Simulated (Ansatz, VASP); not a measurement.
# Two plane-wave programs on AlCr2C

```
Al Cr C
1.0
     2.82510    0.00000    0.00000
    -1.41255    2.44661    0.00000
     0.00000    0.00000   12.60137
Al Cr C
2 4 2
Direct
  0.66667 0.33333 0.25000
  0.33333 0.66667 0.75000
  0.33333 0.66667 0.41494
  0.66667 0.33333 0.91494
  0.66667 0.33333 0.58506
  0.33333 0.66667 0.08506
  0.00000 0.00000 0.50000
  0.00000 0.00000 0.00000
```

Alike in both runs: task relaxation of cell and atoms; functional PBEsol; k mesh 15 × 15 × 4; occupations gaussian, width 0.1 eV; no spin polarisation.

```csv
,VASP,Ansatz
version,VASP 6.6.1,Ansatz 0.2.0
potentials or method,"VASP PAW PBE potentials, release 64 (Al, Cr_pv, C), cutoff 600 eV","scalar-relativistic, plane waves, PAW"
valence electrons in the cell,62,70
```

|  | VASP | Ansatz | Ansatz less VASP |
| --- | --- | --- | --- |
| gap on the k mesh at the Fermi level, each at its own relaxed structure (eV) | none | none | - |
| relaxed volume (Å³/atom) | 10.78 | 10.79 | +0.003 |
| relaxed length of the cell vector where the two differ most in proportion (Å) | 12.586 | 12.593 | +0.0067 |

VASP's potentials were made for PBE, not for PBEsol. A gap of «none» marks a metal or a gap that the smearing closes. VASP's potentials hold 62 valence electrons a cell and Ansatz's 70, so a difference there can come from the potentials and not from the codes.
